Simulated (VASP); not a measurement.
# Sb2Pt (P-3m1) in VASP: settings compared

Aim: see how the results for Sb2Pt move with the level of theory and the settings. Levels: PBE, r2SCAN. Tasks: single point.

Everything below comes from runs of VASP 6.6.1. Logs are shortened: lines on timing, memory, paths and dates and some standing lists are left out, and cuts for length are marked.

## Step 1: The cell of the first run

It takes space group P-3m1 (No. 164, trigonal). Conventional cell: a = 4.025 Å, b = 4.025 Å, c = 5.249 Å, α = 90.00°, β = 90.00°, γ = 120.00°. Within 3.6 Å of Pt (site symmetry -3m) lie 6 Sb at 2.71 Å. Within 3.7 Å of Sb (site symmetry 3m) lie 3 Pt at 2.71 Å and 6 Sb at 3.39 to 3.63 Å.

## Step 2: Single point, PBE

Contents of INCAR:

```
PREC = Accurate ; ENCUT = 520
EDIFF = 1E-7 ; ISMEAR = 0
SIGMA = 0.05 ; LREAL = False
LASPH = True ; NELM = 100
ALGO = Normal ; ISIF = 2
LWAVE = False ; LCHARG = False
GGA = PE ; NBANDS = 17
```

Contents of KPOINTS:

```
regular mesh
0
Gamma
  12 12 6
```

Contents of POSCAR:

```
Sb2Pt
1.0
    4.0249930087      0.0000000000      0.0000000000
   -2.0124965043      3.4857461956      0.0000000000
    0.0000000000      0.0000000000      5.2493007957
Pt Sb
1 2
Direct
    0.0000000000      0.0000000000      0.0000000000
    0.3333333333      0.6666666667      0.2653757680
    0.6666666667      0.3333333333      0.7346242320
```

Potentials or basis: VASP PAW PBE potentials, release 64 (Pt, Sb).

Run with:

```console
$ cat potpaw_PBE.64/Pt/POTCAR potpaw_PBE.64/Sb/POTCAR > POTCAR
$ mpirun -np 1 vasp_std > vasp.out
```

OUTCAR:

```text
PREC = Accurate
   ENCUT = 520
   EDIFF = 1E-7
   ISMEAR = 0
   LREAL = False
   LASPH = True
   NELM = 100
   ISIF = 2
   GGA = PE

 ion  position               nearest neighbor table
   1  0.000  0.000  0.000-   2 2.71   3 2.71   2 2.71   3 2.71   3 2.71   2 2.71
   2  0.333  0.667  0.265-   1 2.71   1 2.71   1 2.71   3 3.39   3 3.39   3 3.39   3 3.63   3 3.63
                             3 3.63
   3  0.667  0.333  0.735-   1 2.71   1 2.71   1 2.71   2 3.39   2 3.39   2 3.39   2 3.63   2 3.63
                             2 3.63

  LATTYP: Found a hexagonal cell.
 ALAT       =     4.0249930087
 C/A-ratio  =     1.3041763760

  Lattice vectors:

 A1 = (   4.0249930087,   0.0000000000,   0.0000000000)
 A2 = (  -2.0124965043,   3.4857461956,   0.0000000000)
 A3 = (   0.0000000000,   0.0000000000,   5.2493007957)

Analysis of symmetry for initial positions (statically):
=====================================================================
 Subroutine PRICEL returns:
 Original cell was already a primitive cell.

 Routine SETGRP: Setting up the symmetry group for a
 hexagonal supercell.

 Subroutine GETGRP returns: Found 12 space group operations
 (whereof 12 operations were pure point group operations)
 out of a pool of 24 trial point group operations.

The static configuration has the point symmetry D_3d.

Analysis of symmetry for dynamics (positions and initial velocities):
=====================================================================
 Subroutine PRICEL returns:
 Original cell was already a primitive cell.

 Routine SETGRP: Setting up the symmetry group for a
 hexagonal supercell.

 Subroutine GETGRP returns: Found 12 space group operations
 (whereof 12 operations were pure point group operations)
 out of a pool of 24 trial point group operations.

The dynamic configuration has the point symmetry D_3d.

 Subroutine INISYM returns: Found 12 space group operations
 (whereof 12 operations are pure point group operations),
 and found     1 'primitive' translations

----------------------------------------------------------------------------------------

                                     Primitive cell

  volume of cell :      73.6482

  direct lattice vectors                    reciprocal lattice vectors
     4.024993009  0.000000000  0.000000000     0.248447637  0.143441310  0.000000000
    -2.012496504  3.485746196  0.000000000     0.000000000  0.286882620  0.000000000
     0.000000000  0.000000000  5.249300796     0.000000000  0.000000000  0.190501562

  length of vectors
     4.024993009  4.024993009  5.249300796     0.286882620  0.286882620  0.190501562

  position of ions in fractional coordinates (direct lattice)
     0.000000000  0.000000000  0.000000000
     0.333333333  0.666666667  0.265375768
     0.666666667  0.333333333  0.734624232

  ion indices of the primitive-cell ions
   primitive index   ion index
                 1           1
                 2           2
                 3           3

----------------------------------------------------------------------------------------

 KPOINTS: regular mesh

Automatic generation of k-mesh.
 Grid dimensions read from file:
 generate k-points for:   12   12    6

 Generating k-lattice:

  Cartesian coordinates                     Fractional coordinates (reciprocal lattice)
     0.020703970  0.011953442  0.000000000     0.083333333 -0.000000000  0.000000000
     0.000000000  0.023906885  0.000000000     0.000000000  0.083333333  0.000000000
     0.000000000  0.000000000  0.031750260     0.000000000  0.000000000  0.166666667

  Length of vectors
     0.023906885  0.023906885  0.031750260

  Shift w.r.t. Gamma in fractional coordinates (k-lattice)
     0.000000000  0.000000000  0.000000000

 Subroutine IBZKPT returns following result:
 ===========================================

 Found    100 irreducible k-points:

 Following reciprocal coordinates:
            Coordinates               Weight
  0.000000  0.000000  0.000000      1.000000
  0.083333  0.000000  0.000000      6.000000
  0.166667  0.000000  0.000000      6.000000
  0.250000 -0.000000  0.000000      6.000000
  0.333333  0.000000  0.000000      6.000000
  0.416667  0.000000  0.000000      6.000000
[... 16 lines left out ...]
  0.166667  0.000000  0.166667      6.000000
  0.000000  0.166667  0.166667      6.000000
 [... further k-points ...]
   k-points           NKPTS =    100   k-points in BZ     NKDIM =    100   number of bands    NBANDS=     17
   number of dos      NEDOS =    301   number of ions     NIONS =      3
   total plane-waves  NPLWV =  36000
   dimension x,y,z NGX =    30 NGY =   30 NGZ =   40
   dimension x,y,z NGXF=    60 NGYF=   60 NGZF=   80
   ions per type =               1   2
   NGX,Y,Z   is equivalent  to a cutoff of  12.39, 12.39, 12.67 a.u.
   NGXF,Y,Z  is equivalent  to a cutoff of  24.78, 24.78, 25.34 a.u.
 SYSTEM =  unknown system
   PREC   = accura    normal or accurate (medium, high low for compatibility)
   ISTART =      0    job   : 0-new  1-cont  2-samecut
   ICHARG =      2    charge: 1-file 2-atom 10-const
   ISPIN  =      1    spin polarized calculation?
   LNONCOLLINEAR =      F non collinear calculations
   LSORBIT =      F    spin-orbit coupling
   LASPH  =      T    aspherical Exc in radial PAW
   ENCUT  =  520.0 eV  38.22 Ry    6.18 a.u.   7.48  7.48  9.76*2*pi/ulx,y,z
   NELM   =    100;   NELMIN=  2; NELMDL= -5     # of ELM steps
   EDIFF  = 0.1E-06   stopping-criterion for ELM
   LREAL  =      F    real-space projection
   EDIFFG = 0.1E-05   stopping-criterion for IOM
   NSW    =      0    number of steps for IOM
   IBRION =     -1    ionic relax: 0-MD 1-quasi-New 2-CG
   NFREE  =      0    steps in history (QN), initial steepest desc. (CG)
   ISIF   =      2    stress and relaxation
   ISYM   =      2    0-nonsym 1-usesym 2-fastsym
   POTIM  = 0.5000    time-step for ionic-motion
   TEBEG  =    0.0;   TEEND  =   0.0 temperature during run
   PSTRESS=    0.0 pullay stress
   NELECT =      20.0000    total number of electrons
   NUPDOWN=      -1.0000    fix difference up-down
   EMIN   =  10.00;   EMAX   =-10.00  energy-range for DOS
   EFERMI =   0.00;   METHOD = LEGACY
   ISMEAR =     0;   SIGMA  =   0.05  broadening in eV -4-tet -1-fermi 0-gaus
   EFERMI_NEDOS =   21; number of points for ismear=-14 and -15
   IALGO  =     38    algorithm
   IMIX   =      4    mixing-type and parameters
     AMIX     =   0.40;   BMIX     =  1.00
     AMIX_MAG =   1.60;   BMIX_MAG =  1.00
  volume/ion in A,a.u.               =      24.55       165.67
  Fermi-wavevector in a.u.,A,eV,Ry     =   1.060142  2.003378 15.291603  1.123901
  Thomas-Fermi vector in A             =   2.195513
   LORBIT       =      0    0 simple, 1 ext, 2 COOP (PROOUT), +10 PAW based schemes
   GGA     = PE    functional components
   LHFCALC =     F    Hartree Fock is set to
   AEXX    =    0.0000 exact exchange contribution
   IVDW    =     0    specifies the selected vdW correction
   LEPSILON=     F    determine dielectric tensor
   LRPA    =     F    only Hartree local field effects (RPA)
 non-spin polarized calculation
 Gauss-broadening in eV      SIGMA  =   0.05
  energy-cutoff  :      520.00
  volume of cell :       73.65
 maximum number of plane-waves:      2007
 NGX is ok and might be reduce to    30
   NGX = 15   NGY = 15   NGZ = 19

 number of electron      19.9999997 magnetization

 Free energy of the ion-electron system (eV)
  ---------------------------------------------------
  ext. energy  EPLUGINS =         0.00000000
  ---------------------------------------------------
  free energy    TOTEN  =       -15.35916764 eV

  energy without entropy =      -15.35596750  energy(sigma->0) =      -15.35756757

 E-fermi :   7.9000     XC(G=0): -10.4833

 val. band max:        7.8997463564   @ k =   0.3333   0.0833   0.0000
 cond. band min:       7.9080519389   @ k =   0.2500  -0.0000   0.3333
 fundamental gap:      0.0083055825
 Fermi energy:         7.8999973935

 k-point     1 :       0.0000    0.0000    0.0000
  band No.  band energies     occupation
      1      -4.0608      2.00000
      2       0.1428      2.00000
      3       2.2965      2.00000
      4       3.3299      2.00000
      5       3.3299      2.00000
      6       4.8294      2.00000
[... 9 lines left out ...]
     16      14.9921      0.00000
     17      14.9921      0.00000

 k-point     2 :       0.0833    0.0000    0.0000
  band No.  band energies     occupation
      1      -3.9752      2.00000
      2       0.0788      2.00000
      3       2.3860      2.00000
      4       3.3704      2.00000
      5       3.4083      2.00000
      6       4.7985      2.00000
[... 9 lines left out ...]
     16      15.0070      0.00000
     17      15.1366      0.00000

 k-point     3 :       0.1667    0.0000    0.0000
  band No.  band energies     occupation
      1      -3.7223      2.00000
      2      -0.0925      2.00000
      3       2.6458      2.00000
      4       3.4832      2.00000
      5       3.6025      2.00000
      6       4.7042      2.00000
[... 9 lines left out ...]
     16      15.4383      0.00000
     17      15.9149      0.00000

 k-point     4 :       0.2500   -0.0000    0.0000
  band No.  band energies     occupation
      1      -3.3153      2.00000
      2      -0.3347      2.00000
      3       3.0441      2.00000
      4       3.6371      2.00000
      5       3.7373      2.00000
      6       4.5222      2.00000
[... 9 lines left out ...]
     16      15.3765      0.00000
     17      15.7009      0.00000
[... 343 lines left out ...]
      1      -3.8329      2.00000
      2      -0.5685      2.00000
      3       2.9103      2.00000
      4       3.3659      2.00000
      5       3.5746      2.00000
      6       4.7732      2.00000
[... 9 lines left out ...]
     16      15.3371      0.00000
     17      15.4752      0.00000

 k-point    23 :       0.1667    0.0000    0.1667
  band No.  band energies     occupation
      1      -3.5784      2.00000
      2      -0.6194      2.00000
      3       2.8929      2.00000
      4       3.5391      2.00000
      5       3.8104      2.00000
      6       4.7173      2.00000
[... 9 lines left out ...]
     16      14.6592      0.00000
     17      14.9916      0.00000

 k-point    24 :       0.0000    0.1667    0.1667
  band No.  band energies     occupation
      1      -3.5867      2.00000
      2      -0.5578      2.00000
      3       2.7773      2.00000
      4       3.4502      2.00000
      5       3.9185      2.00000
      6       4.6039      2.00000
[... 9 lines left out ...]
     16      15.2916      0.00000
     17      16.3094      0.00000

 [... further k-points ...]

------------------------ aborting loop because EDIFF is reached ----------------------------------------

  FORCE on cell =-STRESS in cart. coord.  units (eV):
  Direction    XX          YY          ZZ          XY          YZ          ZX
  --------------------------------------------------------------------------------------
  -------------------------------------------------------------------------------------
  Total       -0.1393212     -0.1393212     -0.1113203     -0.0000000      0.0000000      0.0000000
  in kB       -3.0308568     -3.0308568     -2.4217133     -0.0000000      0.0000000      0.0000000
  external PRESSURE =      -2.8278090 kB  Pullay stress =       0.0000000 kB

 VOLUME and BASIS-vectors are now :
 -----------------------------------------------------------------------------
  energy-cutoff  :      520.00
  volume of cell :       73.65
      direct lattice vectors                 reciprocal lattice vectors
     4.024993009  0.000000000  0.000000000     0.248447637  0.143441310  0.000000000
    -2.012496504  3.485746196  0.000000000     0.000000000  0.286882620  0.000000000
     0.000000000  0.000000000  5.249300796     0.000000000  0.000000000  0.190501562

 POSITION                                       TOTAL-FORCE (eV/Angst)
 -----------------------------------------------------------------------------------
      0.00000      0.00000      0.00000        -0.000000      0.000000      0.000000
     -0.00000      2.32383      1.39304         0.000000     -0.000000     -0.023951
      2.01250      1.16192      3.85626         0.000000      0.000000      0.023951
 -----------------------------------------------------------------------------------
    total drift:                               -0.000000     -0.000000     -0.000000

  FREE ENERGIE OF THE ION-ELECTRON SYSTEM (eV)
  ---------------------------------------------------
  free  energy   TOTEN  =       -15.3591676442 eV

  energy  without entropy=      -15.3559675041  energy(sigma->0) =      -15.35756757
```

Run time: 63 s. Hardware: 1 thread of Intel Xeon Platinum 8559C (Emerald Rapids), shared host; peak memory 0.27 GiB.

Results:

```
Free energy            : -15.3592 eV
Pressure               : -0.3 GPa
Largest force          : 0.024 eV/Å
Band gap on the k mesh : zero (bands 10 and 11 overlap by 3.45 eV)
```

Forces in eV/Å, atoms in the order of the input:
```
Pt   0.000  0.000  0.000
Sb   0.000  0.000 -0.024
Sb   0.000  0.000  0.024
```

Caveat: spin-orbit coupling is left out, which moves the levels of the heavy elements.

## Step 3: Single point, r2SCAN

This run uses another cell than the first one, of 24.87 Å³/atom.

Contents of POSCAR:

```
Sb2Pt
1.0
    4.0599872515      0.0000000000      0.0000000000
   -2.0299936257      3.5160520988      0.0000000000
    0.0000000000      0.0000000000      5.2259058719
Pt Sb
1 2
Direct
    0.0000000000      0.0000000000      0.0000000000
    0.3333333333      0.6666666667      0.2584105895
    0.6666666667      0.3333333333      0.7415894105
```

Contents of INCAR.step1:

```
PREC = Accurate
ENCUT = 520
ISMEAR = 0
SIGMA = 0.05
LREAL = F
LASPH = T
NELM = 100
NBANDS = 17
GGA = PE
ALGO = Normal
EDIFF = 1E-4
LWAVE = T
LCHARG = F
```

Contents of INCAR.step2:

```
PREC = Accurate
ENCUT = 520
EDIFF = 1E-6
ISMEAR = 0
SIGMA = 0.05
LREAL = F
LASPH = T
NELM = 100
ALGO = Normal
ISIF = 2
LWAVE = F
LCHARG = F
METAGGA = R2SCAN
LMIXTAU = T
NBANDS = 17
ISTART = 1
```

Contents of KPOINTS:

```
Automatic mesh
0
Gamma
  10 10 6
```

Potentials or basis: VASP PAW PBE potentials, release 64 (Pt, Sb).

Run with:

```console
$ cat potpaw_PBE.64/Pt/POTCAR potpaw_PBE.64/Sb/POTCAR > POTCAR
$ cp INCAR.step1 INCAR
$ mpirun -np 1 vasp_std > vasp.out
$ cp INCAR.step2 INCAR
$ mpirun -np 1 vasp_std > vasp.out
```

Run time: 2.6 min. Hardware: 1 thread of Intel Xeon Platinum 8559C (Emerald Rapids), shared host; peak memory 0.25 GiB.

The run converged. Its results:

```yaml
Free_energy: -103.9688 eV
Pressure: -2.5 GPa
Largest_force: 0.230 eV/Å
Band_gap_on_the_k_mesh: zero (bands 10 and 11 overlap by 3.27 eV)
```

Forces on the atoms (eV/Å):
```
Pt   0.000  0.000  0.000
Sb   0.000  0.000 -0.230
Sb   0.000  0.000  0.230
```

Stress tensor (GPa, compression positive):
```
-2.70  0.00  0.00
 0.00 -2.70  0.00
 0.00  0.00 -1.99
```

Levels at points of the mesh, in eV from the Fermi level:
```tsv
k point	band 7	band 8	band 9	band 10	band 11	band 12	band 13	band 14
(0.00, 0.00, 0.00)	-3.31	-2.00	1.52	1.52	2.68	2.68	4.07	4.21
(0.50, 0.00, 0.00)	-2.96	-2.29	-1.96	-1.85	-1.63	1.54	4.75	5.21
(0.00, 0.00, 0.50)	-3.34	-0.17	0.72	0.77	0.77	4.20	4.20	5.57
(0.50, 0.00, 0.50)	-3.07	-2.96	-2.54	-0.78	1.17	1.95	3.25	5.95
```

Caveat: the PAW data sets were made with another functional, which shifts forces and pressure a little; spin-orbit coupling is left out, which moves the levels of the heavy elements.
